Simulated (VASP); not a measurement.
CaO:

```xyz
2
Lattice="0.0000 2.3975 2.3975 2.3975 0.0000 2.3975 2.3975 2.3975 0.0000" Properties=species:S:1:pos:R:3 pbc="T T T"
Ca    0.0000    0.0000    0.0000
O     2.3975    2.3975    2.3975
```

Program: VASP 6.6.1. Alike in all runs: task single point; no spin polarisation; cell as given.

Q: Order these runs on this cell by their pressure, lowest first.
A. level HSE06; potentials or basis VASP PAW PBE potentials, release 64 (Ca_sv, O); k mesh 4 × 4 × 4; cutoff (eV) 520; smearing gaussian 0.05 eV; grid for exact exchange (PRECFOCK) Normal; share of exact exchange 0.25; screening parameter 0.2079 1/Å
B. level PBE; potentials or basis VASP PAW PBE potentials, release 64 (Ca_sv, O); k mesh 6 × 6 × 6; cutoff (eV) 600; smearing methfessel-paxton 0.001 eV
C. level PBE-based screened hybrid with 40 % exact exchange; potentials or basis VASP PAW PBE potentials, release 64 (Ca_sv, O); k mesh 4 × 4 × 4; cutoff (eV) 520; smearing gaussian 0.01 eV; grid for exact exchange (PRECFOCK) Normal; share of exact exchange 0.4; screening parameter 0.1 1/Å
D. level LDA; potentials or basis VASP PAW LDA potentials, release 64 (Ca_sv, O); k mesh 4 × 4 × 4; cutoff (eV) 600; smearing gaussian 0.01 eV

A: D (-5.6 GPa), C (-0.6 GPa), A (1.0 GPa), B (2.9 GPa).

Caveats: some runs use coarse meshes; the PAW data sets were made with another functional, which shifts forces and pressure a little (at least some runs).
